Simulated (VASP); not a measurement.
Write the native input for VASP 6.6.1 that does the following.

- Task: single point
- Functional: PBE
- Potentials or basis: VASP PAW PBE potentials, release 64 (Zn, O)
- Cutoff: 520 eV
- k mesh: 12 × 12 × 6
- Occupations: fermi-dirac, width 0.02 eV
- Spin: no spin polarisation
- Dipole correction: no
- Further INCAR settings: ALGO = Normal; EDIFF = 1e-07; NBANDS = 26

The structure of ZnO lies in POSCAR:

```
ZnO
1.0
    3.2353408669      0.0000000000      0.0000000000
   -1.6176704335      2.8018873806      0.0000000000
    0.0000000000      0.0000000000      5.3151708682
Zn O
2 2
Direct
    0.3333333333      0.6666666667      0.0000493375
    0.6666666667      0.3333333333      0.5000493375
    0.3333333333      0.6666666667      0.3749506625
    0.6666666667      0.3333333333      0.8749506625
```

This cell differs from its parent crystal: uniaxial z strain +2.0%.

One way to write it, as run:

INCAR

```
SYSTEM = ZnO
  ALGO = Normal
  EDIFF = 1E-7
  ENCUT = 520
  GGA = PE
  ISIF = 2
  ISMEAR = -1
  LASPH = .True.
  LCHARG = .True.
  LELF = .True.
  LREAL = .False.
  LVHAR = .True.
  LWAVE = .False.
  NBANDS = 26
  NELM = 100
  PREC = Accurate
  SIGMA = 0.02
```

KPOINTS

```
k-points
0
Gamma
  12 12 6
  0 0 0
```

Potentials or basis: VASP PAW PBE potentials, release 64 (Zn, O).

Launch:

```sh
$ cat potpaw_PBE.64/Zn/POTCAR potpaw_PBE.64/O/POTCAR > POTCAR
$ mpirun -np 1 vasp_std > vasp.out
```

Results of the run:

```yaml
Pressure: 4.1 GPa
Largest_force: 0.016 eV/Å
Band_gap_on_the_k_mesh: 0.74 eV
```

Caveat: the cell differs from its parent crystal (uniaxial z strain +2.0%); the cell stands under pressure; semilocal functionals underestimate gaps, and a narrow one can read as zero.

Wall time 2.3 min on 1 thread of Intel Xeon 8259CL, on a shared host, peak memory 0.21 GiB.
